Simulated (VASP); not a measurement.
# Zn (I4_1/amd) in VASP: relaxation of cell and atoms with PBE

Aim: the relaxation of cell and atoms of Zn with PBE.

All numbers are computed with VASP 6.6.1; they aren't measurements. Logs are shortened: lines on timing, memory, paths and dates and some standing lists are left out, and cuts for length are marked.

## 1. The cell of the first run

It takes space group I4_1/amd (No. 141, tetragonal). Conventional cell: a = 4.857 Å, b = 4.857 Å, c = 2.671 Å, α = 90.00°, β = 90.00°, γ = 90.00°. Within 3.3 Å of Zn (site symmetry -4m2) lie 10 Zn at 2.52 to 3.15 Å.

## 2. Relaxation of cell and atoms, PBE, target pressure -0.51 GPa, at which the enthalpy is minimised

File INCAR:

```
PREC = Accurate
ENCUT = 600
EDIFF = 1E-6
ISMEAR = -1
SIGMA = 0.1
LREAL = F
LASPH = T
NELM = 60
ALGO = Normal
ISIF = 3
LWAVE = F
LCHARG = F
GGA = PE
IBRION = 2
NSW = 60
EDIFFG = -0.005
PSTRESS = -5.1
```

File KPOINTS:

```
Automatic mesh
0
Gamma
  16 16 16
```

File POSCAR:

```
Zn
1.0
   -2.4286314020      2.4286314020      1.3357472711
    2.4286314020     -2.4286314020      1.3357472711
    2.4286314020      2.4286314020     -1.3357472711
Zn
2
Direct
   -0.3750000000     -0.1250000000     -0.2500000000
    0.3750000000      0.1250000000      0.2500000000
```

Potentials or basis: VASP PAW PBE potentials, release 64 (Zn).

Command:

```bash
$ cat potpaw_PBE.64/Zn/POTCAR > POTCAR
$ mpirun -np 1 vasp_std > vasp.out
```

OUTCAR:

```text
PREC = Accurate
   ENCUT = 600
   EDIFF = 1E-6
   ISMEAR = -1
   LREAL = F
   LASPH = T
   NELM = 60
   ISIF = 3
   GGA = PE
   IBRION = 2
   NSW = 60
   EDIFFG = -0.005
   PSTRESS = -5.1

 ion  position               nearest neighbor table
   1  0.625  0.875  0.750-   2 2.52   2 2.52   2 2.52   2 2.52
   2  0.375  0.125  0.250-   1 2.52   1 2.52   1 2.52   1 2.52

  LATTYP: Found a body centered tetragonal cell.
 ALAT       =     4.8572628040
 C/A-ratio  =     0.5500000000

  Lattice vectors:

 A1 = (  -2.4286314020,   2.4286314020,   1.3357472711)
 A2 = (   2.4286314020,  -2.4286314020,   1.3357472711)
 A3 = (   2.4286314020,   2.4286314020,  -1.3357472711)

Analysis of symmetry for initial positions (statically):
=====================================================================
 Subroutine PRICEL returns:
 Original cell was already a primitive cell.

 Routine SETGRP: Setting up the symmetry group for a
 body centered tetragonal supercell.

 Subroutine GETGRP returns: Found 16 space group operations
 (whereof  4 operations were pure point group operations)
 out of a pool of 16 trial point group operations.

The static configuration has the point symmetry C_2h.
 The point group associated with its full space group is D_4h.

Analysis of symmetry for dynamics (positions and initial velocities):
=====================================================================
 Subroutine PRICEL returns:
 Original cell was already a primitive cell.

 Routine SETGRP: Setting up the symmetry group for a
 body centered tetragonal supercell.

 Subroutine GETGRP returns: Found 16 space group operations
 (whereof  4 operations were pure point group operations)
 out of a pool of 16 trial point group operations.

The dynamic configuration has the point symmetry C_2h.
 The point group associated with its full space group is D_4h.

 Subroutine INISYM returns: Found 16 space group operations
 (whereof  4 operations are pure point group operations),
 and found     1 'primitive' translations

----------------------------------------------------------------------------------------

                                     Primitive cell

  volume of cell :      31.5143

  direct lattice vectors                    reciprocal lattice vectors
    -2.428631402  2.428631402  1.335747271     0.000000000  0.205877269  0.374322307
     2.428631402 -2.428631402  1.335747271     0.205877269  0.000000000  0.374322307
     2.428631402  2.428631402 -1.335747271     0.205877269  0.205877269  0.000000000

  length of vectors
     3.685203081  3.685203081  3.685203081     0.427203276  0.427203276  0.291154426

  position of ions in fractional coordinates (direct lattice)
     0.625000000  0.875000000  0.750000000
     0.375000000  0.125000000  0.250000000

  ion indices of the primitive-cell ions
   primitive index   ion index
                 1           1
                 2           2

----------------------------------------------------------------------------------------

 KPOINTS: Automatic mesh

Automatic generation of k-mesh.
 Grid dimensions read from file:
 generate k-points for:   16   16   16

 Generating k-lattice:

  Cartesian coordinates                     Fractional coordinates (reciprocal lattice)
     0.000000000  0.012867329  0.023395144     0.062500000  0.000000000  0.000000000
     0.012867329  0.000000000  0.023395144     0.000000000  0.062500000  0.000000000
     0.012867329  0.012867329  0.000000000     0.000000000  0.000000000  0.062500000

  Length of vectors
     0.026700205  0.026700205  0.018197152

  Shift w.r.t. Gamma in fractional coordinates (k-lattice)
     0.000000000  0.000000000  0.000000000

 Subroutine IBZKPT returns following result:
 ===========================================

 Found    349 irreducible k-points:

 Following reciprocal coordinates:
            Coordinates               Weight
  0.000000  0.000000  0.000000      1.000000
  0.062500  0.000000 -0.000000      8.000000
  0.125000  0.000000 -0.000000      8.000000
  0.187500  0.000000  0.000000      8.000000
  0.250000  0.000000 -0.000000      8.000000
  0.312500  0.000000 -0.000000      8.000000
[... 16 lines left out ...]
 -0.125000  0.062500  0.000000     16.000000
 -0.062500  0.062500  0.000000      4.000000
 [... further k-points ...]
   k-points           NKPTS =    349   k-points in BZ     NKDIM =    349   number of bands    NBANDS=     16
   number of dos      NEDOS =    301   number of ions     NIONS =      2
   total plane-waves  NPLWV =  27000
   dimension x,y,z NGX =    30 NGY =   30 NGZ =   30
   dimension x,y,z NGXF=    60 NGYF=   60 NGZF=   60
   ions per type =               2
   NGX,Y,Z   is equivalent  to a cutoff of  13.53, 13.53, 13.53 a.u.
   NGXF,Y,Z  is equivalent  to a cutoff of  27.07, 27.07, 27.07 a.u.
 SYSTEM =  unknown system
   PREC   = accura    normal or accurate (medium, high low for compatibility)
   ISTART =      0    job   : 0-new  1-cont  2-samecut
   ICHARG =      2    charge: 1-file 2-atom 10-const
   ISPIN  =      1    spin polarized calculation?
   LNONCOLLINEAR =      F non collinear calculations
   LSORBIT =      F    spin-orbit coupling
   LASPH  =      T    aspherical Exc in radial PAW
   ENCUT  =  600.0 eV  44.10 Ry    6.64 a.u.   7.36  7.36  7.36*2*pi/ulx,y,z
   NELM   =     60;   NELMIN=  2; NELMDL= -5     # of ELM steps
   EDIFF  = 0.1E-05   stopping-criterion for ELM
   LREAL  =      F    real-space projection
   EDIFFG = -.5E-02   stopping-criterion for IOM
   NSW    =     60    number of steps for IOM
   IBRION =      2    ionic relax: 0-MD 1-quasi-New 2-CG
   NFREE  =      1    steps in history (QN), initial steepest desc. (CG)
   ISIF   =      3    stress and relaxation
   ISYM   =      2    0-nonsym 1-usesym 2-fastsym
   POTIM  = 0.5000    time-step for ionic-motion
   TEBEG  =    0.0;   TEEND  =   0.0 temperature during run
   PSTRESS=   -5.1 pullay stress
   NELECT =      24.0000    total number of electrons
   NUPDOWN=      -1.0000    fix difference up-down
   EMIN   =  10.00;   EMAX   =-10.00  energy-range for DOS
   EFERMI =   0.00;   METHOD = LEGACY
   ISMEAR =    -1;   SIGMA  =   0.10  broadening in eV -4-tet -1-fermi 0-gaus
   EFERMI_NEDOS =   21; number of points for ismear=-14 and -15
   IALGO  =     38    algorithm
   IMIX   =      4    mixing-type and parameters
     AMIX     =   0.40;   BMIX     =  1.00
     AMIX_MAG =   1.60;   BMIX_MAG =  1.00
  volume/ion in A,a.u.               =      15.76       106.33
  Fermi-wavevector in a.u.,A,eV,Ry     =   1.495005  2.825150 30.409579  2.235041
  Thomas-Fermi vector in A             =   2.607206
   LORBIT       =      0    0 simple, 1 ext, 2 COOP (PROOUT), +10 PAW based schemes
   GGA     = PE    functional components
   LHFCALC =     F    Hartree Fock is set to
   AEXX    =    0.0000 exact exchange contribution
   IVDW    =     0    specifies the selected vdW correction
   LEPSILON=     F    determine dielectric tensor
   LRPA    =     F    only Hartree local field effects (RPA)
 conjugate gradient relaxation of ions
 non-spin polarized calculation
  energy-cutoff  :      600.00
  volume of cell :       31.51
 maximum number of plane-waves:      1073
 NGX is ok and might be reduce to    30
   NGX = 15   NGY = 15   NGZ = 15

--------------------------------------- Ionic step        1  -------------------------------------------

 number of electron      23.9999984 magnetization

 Free energy of the ion-electron system (eV)
  ---------------------------------------------------
  ext. energy  EPLUGINS =         0.00000000
  ---------------------------------------------------
  free energy    TOTEN  =        -1.75955923 eV

  energy without entropy =       -1.74061095  energy(sigma->0) =       -1.75008509

------------------------ aborting loop because EDIFF is reached ----------------------------------------

  FORCE on cell =-STRESS in cart. coord.  units (eV):
  Direction    XX          YY          ZZ          XY          YZ          ZX
  --------------------------------------------------------------------------------------
  -------------------------------------------------------------------------------------
  Total        1.7819500      1.7819500      0.5947612      0.0000000     -0.0000000      0.0000000
  in kB       90.5938240     90.5938240     30.2374868      0.0000000     -0.0000000      0.0000000
  external PRESSURE =      75.5750449 kB  Pullay stress =      -5.1000000 kB
[... 93 lines left out ...]
  FREE ENERGIE OF THE ION-ELECTRON SYSTEM (eV)
  ---------------------------------------------------
  free  energy   TOTEN  =        -1.8418604322 eV

  energy  without entropy=       -1.8202326316  energy(sigma->0) =       -1.83104653

  enthalpy is  TOTEN    =        -1.9554488922 eV   P V=       -0.1135884600

[... ionic steps 4 to 14 ...]

--------------------------------------- Ionic step       15  -------------------------------------------

 number of electron      24.0000011 magnetization

------------------------ aborting loop because EDIFF is reached ----------------------------------------

  FORCE on cell =-STRESS in cart. coord.  units (eV):
  Direction    XX          YY          ZZ          XY          YZ          ZX
  --------------------------------------------------------------------------------------
  -------------------------------------------------------------------------------------
  Total       -0.0959390     -0.0959390     -0.1049460      0.0000000      0.0000000     -0.0000000
  in kB       -4.3697452     -4.3697452     -4.7799849      0.0000000      0.0000000     -0.0000000
  external PRESSURE =       0.5935082 kB  Pullay stress =      -5.1000000 kB
[... 61 lines left out ...]
  enthalpy is  TOTEN    =        -1.9761603430 eV   P V=       -0.1121604600

--------------------------------------- Ionic step       17  -------------------------------------------

 number of electron      24.0000012 magnetization

 Free energy of the ion-electron system (eV)
  ---------------------------------------------------
  ext. energy  EPLUGINS =         0.00000000
  ---------------------------------------------------
  free energy    TOTEN  =        -1.86415415 eV

  energy without entropy =       -1.84133189  energy(sigma->0) =       -1.85274302

 E-fermi :   2.0207     XC(G=0): -10.7585

 val. band max:        2.0148499160   @ k =  -0.0625   0.1250   0.0625
 cond. band min:       2.0308938357   @ k =   0.2500   0.2500   0.1250
 fundamental gap:      0.0160439197
 Fermi energy:         2.0207476936

 k-point     1 :       0.0000    0.0000    0.0000
  band No.  band energies     occupation
      1      -7.2009      2.00000
      2      -5.8424      2.00000
      3      -5.7919      2.00000
      4      -5.7755      2.00000
      5      -5.7218      2.00000
      6      -4.8843      2.00000
[... 8 lines left out ...]
     15       8.0626      0.00000
     16      14.1637      0.00000
[... 420 lines left out ...]
  band No.  band energies     occupation
      1      -7.1588      2.00000
      2      -5.8439      2.00000
      3      -5.7820      2.00000
      4      -5.7688      2.00000
      5      -5.7209      2.00000
      6      -4.8875      2.00000
[... 8 lines left out ...]
     15       8.3114      0.00000
     16      13.6584      0.00000

 [... further k-points ...]

------------------------ aborting loop because EDIFF is reached ----------------------------------------

  FORCE on cell =-STRESS in cart. coord.  units (eV):
  Direction    XX          YY          ZZ          XY          YZ          ZX
  --------------------------------------------------------------------------------------
  -------------------------------------------------------------------------------------
  Total       -0.1183197     -0.1183197     -0.1067638      0.0000000      0.0000000      0.0000000
  in kB       -5.3869041     -5.3869041     -4.8607833      0.0000000      0.0000000      0.0000000
  external PRESSURE =      -0.1115305 kB  Pullay stress =      -5.1000000 kB
[... 17 lines left out ...]
  FREE ENERGIE OF THE ION-ELECTRON SYSTEM (eV)
  ---------------------------------------------------
  free  energy   TOTEN  =        -1.8641541504 eV

  energy  without entropy=       -1.8413318865  energy(sigma->0) =       -1.85274302

  enthalpy is  TOTEN    =        -1.9761722033 eV   P V=       -0.1120180530

 reached required accuracy - stopping structural energy minimisation
```

Wall time 57 min (1 thread of Intel Xeon 8259CL, shared host); peak memory 0.33 GiB.

What came out:

```
Free energy                                                : -1.8642 eV
Relaxed volume                                             : 17.60 Å³/atom
Relaxed cell                                               : a = 3.917 Å, b = 3.917 Å, c = 3.917 Å, α = 96.18°, β = 96.18°, γ = 141.69°
Space group after relaxing (to 0.1 Å)                      : I4_1/amd (No. 141)
Energy change on relaxing (the run minimises the enthalpy) : -52.3 meV/atom
Ionic steps                                                : 17
Pressure after relaxing                                    : -0.5 GPa
Band gap on the k mesh                                     : zero (bands 12 and 13 overlap by 6.96 eV)
```

Step by step:
| step | energy change (eV) | largest force (eV/Å) | pressure (GPa) | volume (Å³) |
| --- | --- | --- | --- | --- |
| 1 | 0.0000 | 0.0000 | 7.05 | 31.51 |
| 2 | -0.0830 | 0.0000 | -0.14 | 35.02 |
| 3 | -0.0823 | 0.0000 | -1.04 | 35.68 |
| 4 | -0.0826 | 0.0000 | -0.97 | 35.60 |
| 5 | -0.0888 | 0.0000 | -0.79 | 35.46 |
| 6 | -0.1036 | 0.0000 | -0.30 | 35.00 |
| 7 | -0.0629 | 0.0000 | 2.71 | 33.95 |
| 8 | -0.1048 | 0.0000 | -0.17 | 34.91 |
| 9 | -0.1052 | 0.0000 | -0.01 | 34.83 |
| 10 | -0.1042 | 0.0000 | -0.61 | 35.29 |
| 11 | -0.1047 | 0.0000 | -0.41 | 35.15 |
| 12 | -0.1046 | 0.0000 | -0.49 | 35.17 |
| 13 | -0.1047 | 0.0000 | -0.48 | 35.16 |
| 14 | -0.1046 | 0.0000 | -0.65 | 35.18 |
| 15 | -0.1046 | 0.0000 | -0.45 | 35.18 |
| 16 | -0.1044 | 0.0000 | -0.59 | 35.24 |
| 17 | -0.1046 | 0.0000 | -0.52 | 35.19 |

Final structure:
```cif
data_structure
_symmetry_space_group_name_H-M 'P 1'
_symmetry_Int_Tables_number 1
_cell_length_a 3.9168
_cell_length_b 3.9168
_cell_length_c 3.9168
_cell_angle_alpha 96.182
_cell_angle_beta 96.182
_cell_angle_gamma 141.686
_cell_volume 35.19
loop_
_atom_site_label
_atom_site_type_symbol
_atom_site_fract_x
_atom_site_fract_y
_atom_site_fract_z
_atom_site_occupancy
Zn1 Zn 0.62500 0.87500 0.75000 1
Zn2 Zn 0.37500 0.12500 0.25000 1
```

Caveat: the cell is relaxed towards a set pressure, so the run minimises the enthalpy, not the energy.
